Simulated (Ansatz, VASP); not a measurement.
Two plane-wave programs on Al4Co3

```
Al Co
1.0
     2.81940    0.00000    0.00000
     0.00000    2.81940    0.00000
     0.00000    0.00000   25.45821
Al Co
4 3
Direct
  0.00000 0.00000 0.33388
  0.00000 0.00000 0.44463
  0.00000 0.00000 0.55895
  0.00000 0.00000 0.67114
  0.50000 0.50000 0.38925
  0.50000 0.50000 0.50235
  0.50000 0.50000 0.61843
```

Alike in both runs: task single point; functional PBE; k mesh 18 × 18 × 1; occupations gaussian, width 0.1 eV; collinear spin.

|  | VASP | Ansatz |
| --- | --- | --- |
| version | VASP 6.6.1 | Ansatz 0.2.0 |
| potentials or method | VASP PAW PBE potentials, release 64 (Al, Co), cutoff 520 eV | scalar-relativistic, plane waves, PAW |
| valence electrons in the cell | 39 | 63 |

|  | VASP | Ansatz | Ansatz less VASP |
| --- | --- | --- | --- |
| gap on the k mesh at the Fermi level (eV) | none | none | - |
| rms of the force components (eV/Å) | 0.181 | 0.182 | +0.0009 |
| net moment per atom (μB) | 0.17 | 0.17 | +0.001 |
| size of the moment on the site where the two differ most (μB) | 0.48 | 0.49 | +0.010 |

Site moments also hang on the region over which each program counts them. A gap of «none» marks a metal or a gap that the smearing closes. VASP's potentials hold 39 valence electrons a cell and Ansatz's 63, so a difference there can come from the potentials and not from the codes. Ansatz's warnings: published levels not confirmed, stability check not made, xc potential rough in thin density.
